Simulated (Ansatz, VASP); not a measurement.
**SiNi3: VASP beside Ansatz**

File INCAR:

```
SYSTEM = SiNi3
PREC = Accurate ; ENCUT = 520
EDIFF = 1E-6 ; ISMEAR = -1
SIGMA = 0.05 ; LREAL = .False.
LASPH = .True. ; NELM = 150
ALGO = Normal ; ISIF = 2
LWAVE = .False. ; LCHARG = .False.
ISPIN = 2 ; MAGMOM = 1.5 1.5 1.5 0
LORBIT = 11 ; NUPDOWN = 4.5
LMAXMIX = 4 ; GGA = PS
NBANDS = 29
```

File KPOINTS:

```
Automatic mesh
0
Gamma
  6 6 6
  0 0 0
```

The input POSCAR:

```
SiNi3
1.0
    3.5420000000      0.0000000000      0.0000000000
    0.0000000000      3.5420000000      0.0000000000
    0.0000000000      0.0000000000      3.5420000000
Ni Si
3 1
Direct
    0.5000000000      0.5000000000      0.0000000000
    0.5000000000      0.0000000000      0.5000000000
    0.0000000000      0.5000000000      0.5000000000
    0.0000000000      0.0000000000      0.0000000000
```

input.yaml

```yaml
crystal:
  lattice:
    - [3.542, 0.0, 0.0]
    - [0.0, 3.542, 0.0]
    - [0.0, 0.0, 3.542]
  atoms:
    - { symbol: Ni, position: [0.5, 0.5, 0.0], spin: 1.5 }
    - { symbol: Ni, position: [0.5, 0.0, 0.5], spin: 1.5 }
    - { symbol: Ni, position: [0.0, 0.5, 0.5], spin: 1.5 }
    - { symbol: Si, position: [0.0, 0.0, 0.0] }
hamiltonian:
  xc: pbesol
  pseudopotentials: { kind: paw }
magnetization:
  spin_polarized: true
  initial_magnetization: 4.5
  spin_locking: { lock_magnetization: hard }
kpoints:
  mp_grid: { grid: [6, 6, 6] }
scf:
  occupations: { method: fermi_dirac, width: 0.05 }
  lower_state_search: "off"
output:
  forces: true
  stress: true
  eigenvalues: true
```

Alike in both runs: task single point; functional PBEsol; k mesh 6 × 6 × 6; occupations fermi-dirac, width 0.05 eV; collinear spin; fixed moment 4.5 μB.

```csv
,VASP,Ansatz
version,VASP 6.6.1,Ansatz 0.2.0
potentials or method,"VASP PAW PBE potentials, release 64 (Ni, Si)",Ansatz PAW
plane-wave cutoff (eV),520,420
valence electrons in the cell,34,58
```

```tsv
	VASP	Ansatz	Ansatz less VASP
pressure (GPa)	4.4	4.1	-0.24
net moment per atom (μB)	1.12	1.12	0.000
size of the moment on the site where the two differ most (μB)	0.31	0.37	+0.066
```

VASP's potentials were made for PBE, not for PBEsol. Site moments also hang on the region over which each program counts them. VASP's potentials hold 34 valence electrons a cell and Ansatz's 58, so a difference there can come from the potentials and not from the codes.
